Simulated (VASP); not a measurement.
RbBr: single point with PBEsol

The system is RbBr.

```
Rb Br
1.0
     3.30131    3.30131    0.00000
    -3.30131    3.30131    0.00000
     0.00000    3.30131    3.30131
Rb Br
1 1
Direct
  0.00000 0.00000 0.00000
  0.50000 0.50000 0.00000
```

```json
{"Program": "VASP 6.6.1", "Task": "single point", "Functional": "PBEsol", "Potentials or basis": "VASP PAW PBE potentials, release 64 (Rb_sv, Br)", "Cutoff": "520 eV", "k mesh": "6 × 6 × 6", "Occupations": "gaussian, width 0.01 eV", "Spin": "no spin polarisation"}
```

```json
{
 "Pressure": "2.0 GPa",
 "Band gap on the k mesh": "4.48 eV, direct"
}
```

Levels at points of the mesh, in eV from the valence-band top:
```
           k point  band 6  band 7  band 8  band 9  band 10  band 11
(0.00, 0.00, 0.00)    0.00    0.00    0.00    4.48     7.19     7.19
(0.50, 0.00, 0.00)   -1.23   -0.48   -0.48    6.93     7.97     9.75
(0.50, 0.50, 0.00)   -0.50   -0.16   -0.16    5.32     7.44     9.34
```

Run time: 9.4 s on 1 thread of Intel(R) Xeon(R) 6975P-C (Granite Rapids), on a shared host, peak memory 0.2 GiB.

Caveat: the PAW data sets were made with another functional, which shifts forces and pressure a little.
